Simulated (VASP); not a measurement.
# Ba in VASP: further runs

Runs on Ba. Level: PBE. Tasks: single point.

All numbers are computed with VASP 6.6.1; they aren't measurements. Logs are shortened: lines on timing, memory, paths and dates and some standing lists are left out, and cuts for length are marked.

## 1. The cell of the first run

The cell holds a slab with vacuum, 4 atoms: a = 4.352 Å, b = 4.352 Å, c = 21.505 Å, α = 90.00°, β = 90.00°, γ = 109.47°.

## 2. Single point, PBE

Input file INCAR:

```
  PREC = Accurate
  ENCUT = 520
  EDIFF = 1E-7
  ISMEAR = -1
  SIGMA = 0.05
  LREAL = False
  LASPH = True
  NELM = 80
  ALGO = Normal
  ISIF = 2
  LWAVE = False
  LCHARG = True
  LDIPOL = True
  IDIPOL = 3
  DIPOL = 0.5 0.5 0.500
  GGA = PE
  LELF = True
  LVHAR = True
  LVACPOTAV = True
  NBANDS = 28
```

Input file KPOINTS:

```
Automatic mesh
0
Gamma
  9 9 1
```

Input file POSCAR:

```
Ba
1.0
    4.3517731883      0.0000000000      0.0000000000
   -1.4505910628      4.1028911088      0.0000000000
    0.0000000000      0.0000000000     21.5050000000
Ba
4
Direct
    0.2500000000      0.2500000000      0.2557554453
    0.7500000000      0.7500000000      0.4169394978
    0.2500000000      0.2500000000      0.5830607878
    0.7500000000      0.7500000000      0.7442445547
```

Potentials or basis: VASP PAW PBE potentials, release 64 (Ba_sv).

The run is started by

```bash
$ cat potpaw_PBE.64/Ba_sv/POTCAR > POTCAR
$ mpirun -np 1 vasp_std > vasp.out
```

OUTCAR:

```text
PREC = Accurate
   ENCUT = 520
   EDIFF = 1E-7
   ISMEAR = -1
   LREAL = False
   LASPH = True
   NELM = 80
   ISIF = 2
   GGA = PE

 ion  position               nearest neighbor table
   1  0.250  0.250  0.256-   2 4.28   2 4.28
   2  0.750  0.750  0.417-   1 4.28   1 4.28   3 4.37   3 4.37
   3  0.250  0.250  0.583-   4 4.28   4 4.28   2 4.37   2 4.37
   4  0.750  0.750  0.744-   3 4.28   3 4.28

  LATTYP: Found a base centered orthorhombic cell.
 ALAT       =     5.0249948434
 B/A-ratio  =     1.4142135624
 C/A-ratio  =     4.2796063818

  Lattice vectors:

 A1 = (   4.3517731883,   0.0000000000,   0.0000000000)
 A2 = (  -1.4505910628,   4.1028911088,   0.0000000000)
 A3 = (   0.0000000000,   0.0000000000,  21.5050000000)

Analysis of symmetry for initial positions (statically):
=====================================================================
 Subroutine PRICEL returns:
 Original cell was already a primitive cell.

 Routine SETGRP: Setting up the symmetry group for a
 base centered orthorhombic supercell.

 Subroutine GETGRP returns: Found  8 space group operations
 (whereof  4 operations were pure point group operations)
 out of a pool of  8 trial point group operations.

The static configuration has the point symmetry C_2h.
 The point group associated with its full space group is D_2h.

Analysis of symmetry for dynamics (positions and initial velocities):
=====================================================================
 Subroutine PRICEL returns:
 Original cell was already a primitive cell.

 Routine SETGRP: Setting up the symmetry group for a
 base centered orthorhombic supercell.

 Subroutine GETGRP returns: Found  8 space group operations
 (whereof  4 operations were pure point group operations)
 out of a pool of  8 trial point group operations.

The dynamic configuration has the point symmetry C_2h.
 The point group associated with its full space group is D_2h.

 Subroutine INISYM returns: Found  8 space group operations
 (whereof  4 operations are pure point group operations),
 and found     1 'primitive' translations

[... 92 lines left out ...]
   LNONCOLLINEAR =      F non collinear calculations
   LSORBIT =      F    spin-orbit coupling
   LASPH  =      T    aspherical Exc in radial PAW
   ENCUT  =  520.0 eV  38.22 Ry    6.18 a.u.   8.09  8.09 39.99*2*pi/ulx,y,z
   NELM   =     80;   NELMIN=  2; NELMDL= -5     # of ELM steps
   EDIFF  = 0.1E-06   stopping-criterion for ELM
   LREAL  =      F    real-space projection
   EDIFFG = 0.1E-05   stopping-criterion for IOM
   NSW    =      0    number of steps for IOM
   IBRION =     -1    ionic relax: 0-MD 1-quasi-New 2-CG
   NFREE  =      0    steps in history (QN), initial steepest desc. (CG)
   ISIF   =      2    stress and relaxation
   ISYM   =      2    0-nonsym 1-usesym 2-fastsym
   POTIM  = 0.5000    time-step for ionic-motion
   TEBEG  =    0.0;   TEEND  =   0.0 temperature during run
   PSTRESS=    0.0 pullay stress
   NELECT =      40.0000    total number of electrons
   NUPDOWN=      -1.0000    fix difference up-down
   EMIN   =  10.00;   EMAX   =-10.00  energy-range for DOS
   EFERMI =   0.00;   METHOD = LEGACY
   ISMEAR =    -1;   SIGMA  =   0.05  broadening in eV -4-tet -1-fermi 0-gaus
   EFERMI_NEDOS =   21; number of points for ismear=-14 and -15
   IALGO  =     38    algorithm
   IMIX   =      4    mixing-type and parameters
     AMIX     =   0.40;   BMIX     =  1.00
     AMIX_MAG =   1.60;   BMIX_MAG =  1.00
  volume/ion in A,a.u.               =      95.99       647.79
  Fermi-wavevector in a.u.,A,eV,Ry     =   0.770305  1.455666  8.073294  0.593370
  Thomas-Fermi vector in A             =   1.871481
   LORBIT       =      0    0 simple, 1 ext, 2 COOP (PROOUT), +10 PAW based schemes
   GGA     = PE    functional components
   LHFCALC =     F    Hartree Fock is set to
   AEXX    =    0.0000 exact exchange contribution
   IVDW    =     0    specifies the selected vdW correction
   LEPSILON=     F    determine dielectric tensor
   LRPA    =     F    only Hartree local field effects (RPA)
 non-spin polarized calculation
  energy-cutoff  :      520.00
  volume of cell :      383.97
 maximum number of plane-waves:     10383
   NGX = 17   NGY = 17   NGZ = 79

 number of electron      40.0000000 magnetization

 dipolmoment           0.000000      0.000000     -0.000071 electrons x Angstroem

 Free energy of the ion-electron system (eV)
  ---------------------------------------------------
  ext. energy  EPLUGINS =         0.00000000
  ---------------------------------------------------
  free energy    TOTEN  =        -6.95889696 eV

  energy without entropy =       -6.91833269  energy(sigma->0) =       -6.93861483

 E-fermi :   0.3871     XC(G=0):  -5.4903

 val. band max:        0.3476777744   @ k =   0.4444   0.4444   0.0000
 cond. band min:       0.4080902071   @ k =  -0.4444   0.3333   0.0000
 fundamental gap:      0.0604124327
 Fermi energy:         0.3870852244

 k-point     1 :       0.0000    0.0000    0.0000
  band No.  band energies     occupation
      1     -28.8471      2.00000
      2     -28.8464      2.00000
      3     -28.4514      2.00000
      4     -28.4312      2.00000
      5     -14.1401      2.00000
      6     -14.1279      2.00000
[... 733 lines left out ...]
     27       1.8159      0.00000
     28       2.0190      0.00000

 [... further k-points ...]

------------------------ aborting loop because EDIFF is reached ----------------------------------------

  FORCE on cell =-STRESS in cart. coord.  units (eV):
  Direction    XX          YY          ZZ          XY          YZ          ZX
  --------------------------------------------------------------------------------------
  -------------------------------------------------------------------------------------
  Total        0.0796945     -0.0778960      0.0768730     -0.2228667     -0.0000000     -0.0000000
  in kB        0.3325397     -0.3250351      0.3207663     -0.9299512     -0.0000000     -0.0000000
  external PRESSURE =       0.1094236 kB  Pullay stress =       0.0000000 kB

 VOLUME and BASIS-vectors are now :
 -----------------------------------------------------------------------------
  energy-cutoff  :      520.00
  volume of cell :      383.97
      direct lattice vectors                 reciprocal lattice vectors
     4.351773188  0.000000000  0.000000000     0.229791388  0.081243524  0.000000000
    -1.450591063  4.102891109  0.000000000     0.000000000  0.243730573  0.000000000
     0.000000000  0.000000000 21.505000000     0.000000000  0.000000000  0.046500814

 POSITION                                       TOTAL-FORCE (eV/Angst)
 -----------------------------------------------------------------------------------
      0.72530      1.02572      5.50002        -0.000000     -0.000000     -0.008904
      2.17589      3.07717      8.96628         0.000000     -0.000000      0.004065
      0.72530      1.02572     12.53872         0.000000      0.000000     -0.004065
      2.17589      3.07717     16.00498        -0.000000      0.000000      0.008904
 -----------------------------------------------------------------------------------
    total drift:                                0.000000     -0.000000     -0.005824

  FREE ENERGIE OF THE ION-ELECTRON SYSTEM (eV)
  ---------------------------------------------------
  free  energy   TOTEN  =        -6.9588969644 eV

  energy  without entropy=       -6.9183326875  energy(sigma->0) =       -6.93861483
```

OSZICAR:

```text
N       E                     dE             d eps       ncg     rms          rms(c)
DAV:   1     0.365910630399E+03    0.36591E+03   -0.15087E+04  1432   0.110E+03
DAV:   2     0.329572962647E+02   -0.33295E+03   -0.32748E+03  2156   0.235E+02
DAV:   3    -0.634044617279E+01   -0.39298E+02   -0.38841E+02  2100   0.837E+01
[... 10 lines left out ...]
DAV:  14    -0.695829195630E+01   -0.65593E-03   -0.54138E-04  1608   0.552E-02    0.150E-02
DAV:  15    -0.695884730462E+01   -0.55535E-03   -0.34155E-04  1472   0.464E-02    0.688E-03
DAV:  16    -0.695889522715E+01   -0.47923E-04   -0.67825E-05  1556   0.244E-02    0.317E-03
DAV:  17    -0.695889685311E+01   -0.16260E-05   -0.16672E-05  1704   0.127E-02    0.117E-03
DAV:  18    -0.695889696537E+01   -0.11226E-06   -0.10650E-06  1616   0.340E-03    0.455E-04
DAV:  19    -0.695889696443E+01    0.94178E-09   -0.13932E-07  1268   0.174E-03
   1 F= -.69588970E+01 E0= -.69386148E+01  d E =-.405643E-01
```

It took 6.9 min on 1 thread of AMD EPYC 7R43 (Zen 3), shared host; peak memory 0.49 GiB.

Results:

```
Free energy            : -6.9589 eV
Largest force          : 0.009 eV/Å
Band gap on the k mesh : zero (bands 20 and 21 overlap by 0.54 eV)
```

Forces on the atoms (eV/Å):
```
Ba   0.000  0.000 -0.009
Ba   0.000  0.000  0.004
Ba   0.000  0.000 -0.004
Ba   0.000  0.000  0.009
```

Levels at points of the mesh, in eV from the Fermi level:
| k point | band 16 | band 17 | band 18 | band 19 | band 20 | band 21 | band 22 | band 23 | band 24 | band 25 |
| --- | --- | --- | --- | --- | --- | --- | --- | --- | --- | --- |
| (0.00, 0.00, 0.00) | -13.80 | -2.60 | -2.17 | -1.55 | -1.04 | 0.36 | 0.50 | 0.69 | 0.82 | 1.09 |

Caveat: spin-orbit coupling is left out, which moves the levels of the heavy elements.

## 3. Single point, PBE

Input file INCAR:

```
SYSTEM = Ba
  PREC = Accurate
  ENCUT = 520
  EDIFF = 1E-7
  ISMEAR = -1
  SIGMA = 0.05
  LREAL = .FALSE.
  LASPH = .TRUE.
  NELM = 60
  ALGO = Normal
  ISIF = 2
  LWAVE = .FALSE.
  LCHARG = .FALSE.
  LDIPOL = .TRUE.
  IDIPOL = 3
  DIPOL = 0.5 0.5 0.500
  GGA = PE
  NBANDS = 28
```

Input file KPOINTS:

```
Automatic mesh
0
G
  9 9 1
  0 0 0
```

POSCAR is that of step 2.

Potentials or basis: VASP PAW PBE potentials, release 64 (Ba_sv).

The run is started by

```bash
$ cat potpaw_PBE.64/Ba_sv/POTCAR > POTCAR
$ mpirun -np 1 vasp_std > vasp.out
```

Wall time 7.2 min (1 thread of AMD EPYC 7R43 (Zen 3), shared host); peak memory 0.49 GiB.

It converged, with:

- Free energy: -6.9589 eV
- Largest force: 0.009 eV/Å
- Band gap on the k mesh: zero (bands 20 and 21 overlap by 0.54 eV)

Forces on the atoms (eV/Å):
```
Ba   0.000  0.000 -0.009
Ba   0.000  0.000  0.004
Ba   0.000  0.000 -0.004
Ba   0.000  0.000  0.009
```

Levels at points of the mesh, in eV from the Fermi level:
```tsv
k point	band 16	band 17	band 18	band 19	band 20	band 21	band 22	band 23	band 24	band 25
(0.00, 0.00, 0.00)	-13.80	-2.60	-2.17	-1.55	-1.04	0.36	0.50	0.69	0.82	1.09
```

Caveat: spin-orbit coupling is left out, which moves the levels of the heavy elements.

## 4. Single point, PBE

This run uses another cell than the first one.

Input file INCAR:

```
PREC     = Accurate       # precision mode
ENCUT    = 520            # plane-wave cutoff, eV
EDIFF    = 1E-6           # SCF threshold, eV
ISMEAR   = -1             # smearing method
SIGMA    = 0.05           # smearing width, eV
LREAL    = F              # projectors in reciprocal space
LASPH    = T              # aspherical terms in the spheres
NELM     = 80             # most SCF steps
ALGO     = Normal         # electronic algorithm
ISIF     = 2              # what is computed and relaxed
LWAVE    = F              # write WAVECAR
LCHARG   = F              # write CHGCAR
LDIPOL   = T            
IDIPOL   = 3            
DIPOL    = 0.5 0.5 0.500
GGA      = PE             # functional
NBANDS   = 28             # bands
```

Input file KPOINTS:

```
Automatic mesh
0
Gamma
  9 9 1
```

Input file POSCAR:

```
Ba
1.0
    4.3517731883      0.0000000000      0.0000000000
   -1.4505910628      4.1028911088      0.0000000000
    0.0000000000      0.0000000000     30.6596000000
Ba
4
Direct
    0.2500000000      0.2500000000      0.3286839786
    0.7500000000      0.7500000000      0.4417403475
    0.2500000000      0.2500000000      0.5582597523
    0.7500000000      0.7500000000      0.6713159209
```

The run is started by

```bash
$ cat potpaw_PBE.64/Ba_sv/POTCAR > POTCAR
$ mpirun -np 1 vasp_std > vasp.out
```

It took 12 min on 1 thread of AMD EPYC 7R43 (Zen 3), shared host; peak memory 0.64 GiB.

The run converged. Its results:

| Quantity | Value |
| --- | --- |
| Free energy | -6.9595 eV |
| Largest force | 0.010 eV/Å |
| Band gap on the k mesh | zero (bands 20 and 21 overlap by 0.54 eV) |

Forces on the atoms (eV/Å):
```
Ba   0.000  0.000 -0.010
Ba   0.000  0.000  0.004
Ba   0.000  0.000 -0.004
Ba   0.000  0.000  0.010
```

Levels at points of the mesh, in eV from the Fermi level:
```csv
k point,band 18,band 19,band 20,band 21,band 22,band 23
"(0.00, 0.00, 0.00)",-2.17,-1.54,-1.04,0.42,0.44,0.69
```

Caveat: spin-orbit coupling is left out, which moves the levels of the heavy elements.

The gap in the log of VASP goes by the Fermi energy; the results here count the filled bands.